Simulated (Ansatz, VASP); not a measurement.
Li in VASP and in Ansatz

INCAR

```
PREC = Accurate
ENCUT = 750
EDIFF = 1E-7
ISMEAR = -1
SIGMA = 0.1
LREAL = False
LASPH = True
NELM = 120
ALGO = Normal
ISIF = 3
LWAVE = False
LCHARG = False
GGA = RE
IBRION = 2
NSW = 80
EDIFFG = -0.01
GGA_COMPAT = False
NELMIN = 4
```

File KPOINTS:

```
regular mesh
0
Gamma
  12 12 3
```

File POSCAR:

```
Li
1.0
    3.1264265076      0.0000000000      0.0000000000
   -1.5632132538      2.7075647787      0.0000000000
    0.0000000000      0.0000000000     10.2109089739
Li
4
Direct
    0.0000000000      0.0000000000      0.0000000000
    0.0000000000      0.0000000000      0.5000000000
    0.3333333333      0.6666666667      0.2500000000
    0.6666666667      0.3333333333      0.7500000000
```

Input for Ansatz:

```yaml
crystal:
  lattice:
    - [3.1264265076, 0.0, 0.0]
    - [-1.5632132538, 2.7075647787, 0.0]
    - [0.0, 0.0, 10.2109089739]
  atoms:
    - { symbol: Li, position: [0.0, 0.0, 0.0] }
    - { symbol: Li, position: [0.0, 0.0, 0.5] }
    - { symbol: Li, position: [0.3333333333, 0.6666666667, 0.25] }
    - { symbol: Li, position: [0.6666666667, 0.3333333333, 0.75] }
hamiltonian:
  xc: revpbe
  pseudopotentials:
    kind: paw
    azcp:
      Li: "pseudopotentials/Li.paw.azcp"
basis:
  ecutwfc: 420
  fft_grid_basis: typed
kpoints:
  mp_grid: { grid: [12, 12, 3], shift: [0, 0, 0] }
magnetization:
  spin_polarized: false
scf:
  occupations: { method: fermi_dirac, width: 0.1 }
relax:
  max_steps: 60
  f_tol: 0.01
  cell: {}
output:
  write_density: true
  write_potential: true
  elf: true
  volumetric_format: npy
```

Alike in both runs: task relaxation of cell and atoms; functional revPBE; k mesh 12 × 12 × 3; occupations fermi-dirac, width 0.1 eV; no spin polarisation.

|  | VASP | Ansatz |
| --- | --- | --- |
| version | VASP 6.6.1 | Ansatz 0.2.0 |
| potentials or method | VASP PAW PBE potentials, release 64 (Li_sv), cutoff 750 eV | plane waves (420 eV) with PAW, scalar-relativistic |
| valence electrons in the cell | 12 | 12 |

|  | VASP | Ansatz | Ansatz less VASP |
| --- | --- | --- | --- |
| relaxed volume (Å³/atom) | 20.92 | 21.13 | +0.212 |
| relaxed cell length with the largest relative difference (Å) | 3.094 | 3.106 | +0.0112 |

VASP's potentials were made for PBE, not for revPBE.
